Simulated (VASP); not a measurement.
# Al2O3 (Immm) in VASP: single point with PBE

Aim: the single point of Al2O3 with PBE.

Everything below comes from runs of VASP 6.6.1. Logs are shortened: lines on timing, memory, paths and dates and some standing lists are left out, and cuts for length are marked.

### Step 1. The cell of the first run

The structure is orthorhombic, space group Immm (No. 71). Conventional cell: a = 2.799 Å, b = 3.737 Å, c = 8.804 Å, α = 90.00°, β = 90.00°, γ = 90.00°. Al (site symmetry mm2) has 6 O at 1.90 to 1.96 Å within 2.5 Å. O (site symmetry mmm) has 4 Al at 1.96 Å and 12 O at 2.67 to 2.90 Å within 3.0 Å. O (site symmetry mm2) has 4 Al at 1.90 to 1.91 Å and 11 O at 2.52 to 2.90 Å within 3.0 Å.

### Step 2. Single point, PBE

Input file POSCAR:

```
Al2O3
1.0
   -1.3995670000      1.8683110000      4.4019491000
    1.3995670000     -1.8683110000      4.4019491000
    1.3995670000      1.8683110000     -4.4019491000
Al O
2 3
Direct
    0.6554750000      0.6554750000      0.0000000000
    0.3445250000      0.3445250000      0.0000000000
    0.5000000000      0.0000000000      0.5000000000
    0.1963840000      0.6963840000      0.5000000000
    0.8036160000      0.3036160000      0.5000000000
```

Input file INCAR.step1:

```
  PREC = Accurate
  ENCUT = 520
  EDIFF = 1E-6
  ISMEAR = 0
  SIGMA = 0.02
  LREAL = F
  LASPH = T
  NELM = 60
  ALGO = Normal
  ISIF = 2
  LWAVE = F
  LCHARG = T
  GGA = PE
  NBANDS = 20
```

Input file KPOINTS.step1:

```
regular mesh
0
Gamma
  10 10 10
```

Input file INCAR.step2:

```
  PREC = Accurate
  ENCUT = 520
  EDIFF = 1E-6
  ISMEAR = -5
  SIGMA = 0.02
  LREAL = F
  LASPH = T
  NELM = 60
  ALGO = Normal
  ISIF = 2
  LWAVE = F
  LCHARG = F
  GGA = PE
  LORBIT = 11
  NEDOS = 1001
  ICHARG = 11
```

Input file KPOINTS.step2:

```
regular mesh
0
Gamma
  15 15 15
```

Potentials or basis: VASP PAW PBE potentials, release 64 (Al, O).

The run is started by

```
$ cat potpaw_PBE.64/Al/POTCAR potpaw_PBE.64/O/POTCAR > POTCAR
$ cp INCAR.step1 INCAR
$ cp KPOINTS.step1 KPOINTS
$ mpirun -np 1 vasp_std > vasp.out
$ cp INCAR.step2 INCAR
$ cp KPOINTS.step2 KPOINTS
$ mpirun -np 1 vasp_std > vasp.out
```

OUTCAR:

```text
PREC = Accurate
   ENCUT = 520
   EDIFF = 1E-6
   ISMEAR = -5
   LREAL = F
   LASPH = T
   NELM = 60
   ISIF = 2
   GGA = PE
   LORBIT = 11
   ICHARG = 11

 ion  position               nearest neighbor table
   1  0.655  0.655  0.000-   4 1.90   4 1.90   5 1.91   5 1.91   3 1.96   3 1.96   2 2.74   2 2.87
                             2 2.87   2 2.87   2 2.87
   2  0.345  0.345  0.000-   5 1.90   5 1.90   4 1.91   4 1.91   3 1.96   3 1.96   1 2.74   1 2.87
                             1 2.87   1 2.87   1 2.87
   3  0.500  0.000  0.500-   1 1.96   2 1.96   1 1.96   2 1.96
   4  0.196  0.696  0.500-   1 1.90   1 1.90   2 1.91   2 1.91
   5  0.804  0.304  0.500-   2 1.90   2 1.90   1 1.91   1 1.91

  LATTYP: Found a body centered orthorhombic cell.
 ALAT       =     2.7991340000
 B/A-ratio  =     1.3349207291
 C/A-ratio  =     3.1452221294

  Lattice vectors:

 A1 = (  -1.3995670000,   1.8683110000,   4.4019491000)
 A2 = (   1.3995670000,  -1.8683110000,   4.4019491000)
 A3 = (   1.3995670000,   1.8683110000,  -4.4019491000)

Analysis of symmetry for initial positions (statically):
=====================================================================
 Subroutine PRICEL returns:
 Original cell was already a primitive cell.

 Routine SETGRP: Setting up the symmetry group for a
 body centered orthorhombic supercell.

 Subroutine GETGRP returns: Found  8 space group operations
 (whereof  8 operations were pure point group operations)
 out of a pool of  8 trial point group operations.

The static configuration has the point symmetry D_2h.

Analysis of symmetry for dynamics (positions and initial velocities):
=====================================================================
 Subroutine PRICEL returns:
 Original cell was already a primitive cell.

 Routine SETGRP: Setting up the symmetry group for a
 body centered orthorhombic supercell.

 Subroutine GETGRP returns: Found  8 space group operations
 (whereof  8 operations were pure point group operations)
 out of a pool of  8 trial point group operations.

The dynamic configuration has the point symmetry D_2h.

 Subroutine INISYM returns: Found  8 space group operations
 (whereof  8 operations are pure point group operations),
 and found     1 'primitive' translations

----------------------------------------------------------------------------------------

                                     Primitive cell

  volume of cell :      46.0413

  direct lattice vectors                    reciprocal lattice vectors
    -1.399567000  1.868311000  4.401949100     0.000000000  0.267621397  0.113586048
     1.399567000 -1.868311000  4.401949100     0.357253351  0.000000000  0.113586048
     1.399567000  1.868311000 -4.401949100     0.357253351  0.267621397  0.000000000

  length of vectors
     4.982622769  4.982622769  4.982622769     0.290728400  0.374875642  0.446375591

  position of ions in fractional coordinates (direct lattice)
     0.655475000  0.655475000  0.000000000
     0.344525000  0.344525000  0.000000000
     0.500000000  0.000000000  0.500000000
     0.196384000  0.696384000  0.500000000
     0.803616000  0.303616000  0.500000000

  ion indices of the primitive-cell ions
   primitive index   ion index
                 1           1
                 2           2
                 3           3
                 4           4
                 5           5

----------------------------------------------------------------------------------------

 KPOINTS: regular mesh

Automatic generation of k-mesh.
 Grid dimensions read from file:
 generate k-points for:   15   15   15

 Generating k-lattice:

  Cartesian coordinates                     Fractional coordinates (reciprocal lattice)
     0.000000000  0.017841426  0.007572403     0.066666667  0.000000000  0.000000000
     0.023816890  0.000000000  0.007572403     0.000000000  0.066666667  0.000000000
     0.023816890  0.017841426  0.000000000     0.000000000  0.000000000  0.066666667

  Length of vectors
     0.019381893  0.024991709  0.029758373

  Shift w.r.t. Gamma in fractional coordinates (k-lattice)
     0.000000000  0.000000000  0.000000000

 TETIRR: Found   8492 inequivalent tetrahedra from    20250

 Subroutine IBZKPT returns following result:
 ===========================================

 Found    512 irreducible k-points:

 Following reciprocal coordinates:
            Coordinates               Weight
  0.000000  0.000000  0.000000      1.000000
  0.066667  0.000000  0.000000      4.000000
  0.133333 -0.000000  0.000000      4.000000
  0.200000 -0.000000  0.000000      4.000000
  0.266667 -0.000000  0.000000      4.000000
  0.333333 -0.000000  0.000000      4.000000
[... 16 lines left out ...]
 -0.066667  0.066667  0.000000      4.000000
 -0.000000  0.133333  0.000000      4.000000
 [... further k-points ...]
   k-points           NKPTS =    512   k-points in BZ     NKDIM =    512   number of bands    NBANDS=     16
   number of dos      NEDOS =   1001   number of ions     NIONS =      5
   total plane-waves  NPLWV =  64000
   dimension x,y,z NGX =    40 NGY =   40 NGZ =   40
   dimension x,y,z NGXF=    80 NGYF=   80 NGZF=   80
   ions per type =               2   3
   NGX,Y,Z   is equivalent  to a cutoff of  13.35, 13.35, 13.35 a.u.
   NGXF,Y,Z  is equivalent  to a cutoff of  26.69, 26.69, 26.69 a.u.
 SYSTEM =  unknown system
   PREC   = accura    normal or accurate (medium, high low for compatibility)
   ISTART =      0    job   : 0-new  1-cont  2-samecut
   ICHARG =     11    charge: 1-file 2-atom 10-const
   ISPIN  =      1    spin polarized calculation?
   LNONCOLLINEAR =      F non collinear calculations
   LSORBIT =      F    spin-orbit coupling
   LASPH  =      T    aspherical Exc in radial PAW
   ENCUT  =  520.0 eV  38.22 Ry    6.18 a.u.   9.26  9.26  9.26*2*pi/ulx,y,z
   NELM   =     60;   NELMIN=  2; NELMDL=  0     # of ELM steps
   EDIFF  = 0.1E-05   stopping-criterion for ELM
   LREAL  =      F    real-space projection
[... 7 lines left out ...]
   TEBEG  =    0.0;   TEEND  =   0.0 temperature during run
   PSTRESS=    0.0 pullay stress
   NELECT =      24.0000    total number of electrons
   NUPDOWN=      -1.0000    fix difference up-down
   EMIN   =  10.00;   EMAX   =-10.00  energy-range for DOS
   EFERMI =   0.00;   METHOD = LEGACY
   ISMEAR =    -5;   SIGMA  =   0.02  broadening in eV -4-tet -1-fermi 0-gaus
   EFERMI_NEDOS =   21; number of points for ismear=-14 and -15
   IALGO  =     38    algorithm
   IMIX   =      4    mixing-type and parameters
     AMIX     =   0.40;   BMIX     =  1.00
     AMIX_MAG =   1.60;   BMIX_MAG =  1.00
  volume/ion in A,a.u.               =       9.21        62.14
  Fermi-wavevector in a.u.,A,eV,Ry     =   1.317536  2.489783 23.618383  1.735902
  Thomas-Fermi vector in A             =   2.447570
   LORBIT       =     11    0 simple, 1 ext, 2 COOP (PROOUT), +10 PAW based schemes
   GGA     = PE    functional components
   LHFCALC =     F    Hartree Fock is set to
   AEXX    =    0.0000 exact exchange contribution
   IVDW    =     0    specifies the selected vdW correction
   LEPSILON=     F    determine dielectric tensor
   LRPA    =     F    only Hartree local field effects (RPA)
 non-spin polarized calculation
 Fermi weights with tetrahedron method with Bloechl corrections
  energy-cutoff  :      520.00
  volume of cell :       46.04
 maximum number of plane-waves:      1267
 NGX is ok and might be reduce to    40

 number of electron      23.9999999 magnetization

 Free energy of the ion-electron system (eV)
  ---------------------------------------------------
  ext. energy  EPLUGINS =         0.00000000
  ---------------------------------------------------
  free energy    TOTEN  =       -37.05363784 eV

  energy without entropy =      -37.05363784  energy(sigma->0) =      -37.05363784

 E-fermi :   5.3622     XC(G=0): -11.1532

 val. band max:        5.3495912794   @ k =   0.0000   0.0000   0.0000
 cond. band min:      10.5421914803   @ k =   0.0000   0.0000   0.0000
 fundamental gap:      5.1926002009
 Fermi energy:         5.3621659212

 k-point     1 :       0.0000    0.0000    0.0000
  band No.  band energies     occupation
      1     -13.9718      2.00000
      2     -11.7037      2.00000
      3     -10.8261      2.00000
      4      -0.7725      2.00000
      5      -0.4708      2.00000
      6       2.5783      2.00000
[... 8 lines left out ...]
     15      15.6104      0.00000
     16      18.0079      0.00000

 k-point     2 :       0.0667    0.0000    0.0000
  band No.  band energies     occupation
      1     -13.9421      2.00000
      2     -11.7117      2.00000
      3     -10.8597      2.00000
      4      -0.9825      2.00000
      5      -0.1806      2.00000
      6       2.2373      2.00000
[... 8 lines left out ...]
     15      15.7302      0.00000
     16      17.9576      0.00000

 k-point     3 :       0.1333   -0.0000    0.0000
  band No.  band energies     occupation
      1     -13.8542      2.00000
      2     -11.7344      2.00000
      3     -10.9596      2.00000
      4      -1.1971      2.00000
      5       0.2600      2.00000
      6       1.8735      2.00000
[... 8 lines left out ...]
     15      15.8937      0.00000
     16      17.7139      0.00000
[... 362 lines left out ...]
 k-point    23 :      -0.0667    0.0667    0.0000
  band No.  band energies     occupation
      1     -13.8995      2.00000
      2     -11.6842      2.00000
      3     -10.8633      2.00000
      4      -0.9423      2.00000
      5      -0.1482      2.00000
      6       2.2013      2.00000
[... 8 lines left out ...]
     15      15.8514      0.00000
     16      17.9360      0.00000

 k-point    24 :      -0.0000    0.1333    0.0000
  band No.  band energies     occupation
      1     -13.7758      2.00000
      2     -11.6431      2.00000
      3     -10.8487      2.00000
      4      -0.5948      2.00000
      5      -0.2820      2.00000
      6       2.0016      2.00000
[... 8 lines left out ...]
     15      16.4893      0.00000
     16      17.7515      0.00000

 [... further k-points ...]
[... 5 lines left out ...]
  --------------------------------------------------------------------------------------
  -------------------------------------------------------------------------------------
  Total       -0.0055191     -0.0561347     -0.0170368     -0.0000000      0.0000000      0.0000000
  in kB       -0.1920586     -1.9534135     -0.5928578     -0.0000000      0.0000000      0.0000000
  external PRESSURE =      -0.9127766 kB  Pullay stress =       0.0000000 kB

 VOLUME and BASIS-vectors are now :
 -----------------------------------------------------------------------------
  energy-cutoff  :      520.00
  volume of cell :       46.04
      direct lattice vectors                 reciprocal lattice vectors
    -1.399567000  1.868311000  4.401949100     0.000000000  0.267621397  0.113586048
     1.399567000 -1.868311000  4.401949100     0.357253351  0.000000000  0.113586048
     1.399567000  1.868311000 -4.401949100     0.357253351  0.267621397  0.000000000

 POSITION                                       TOTAL-FORCE (eV/Angst)
 -----------------------------------------------------------------------------------
      0.00000      0.00000      5.77074         0.000000      0.000000     -0.022895
      0.00000      0.00000      3.03316        -0.000000     -0.000000      0.022895
      0.00000      1.86831      0.00000        -0.000000      0.000000     -0.000000
      1.39957     -0.00000      1.72894        -0.000000     -0.000000     -0.005784
     -0.00000      1.86831      2.67300         0.000000      0.000000      0.005784
 -----------------------------------------------------------------------------------
    total drift:                                0.000000      0.000000     -0.000000

  FREE ENERGIE OF THE ION-ELECTRON SYSTEM (eV)
  ---------------------------------------------------
  free  energy   TOTEN  =       -37.0536378403 eV

  energy  without entropy=      -37.0536378403  energy(sigma->0) =      -37.05363784

 total charge

# of ion       s       p       d       tot
------------------------------------------
    1        0.304   0.387   0.000   0.690
    2        0.304   0.387   0.000   0.690
    3        1.539   3.588   0.000   5.127
    4        1.550   3.639   0.000   5.189
    5        1.550   3.639   0.000   5.189
--------------------------------------------------
tot          5.247  11.639   0.000  16.886
```

Wall time 9.3 min (1 thread of Intel Xeon Platinum 8259CL at 2.50GHz (Skylake/Cascade Lake), shared host); peak memory 0.46 GiB.

Results:

| Quantity | Value |
| --- | --- |
| Valence electrons inside the program's atomic spheres | Al 0.69; O 5.13, 5.19 (each value once) |

Levels at points of the mesh, in eV from the valence-band top:
```csv
k point,band 10,band 11,band 12,band 13,band 14,band 15
"(0.00, 0.00, 0.00)",-0.65,-0.29,0.00,5.19,10.24,10.26
```
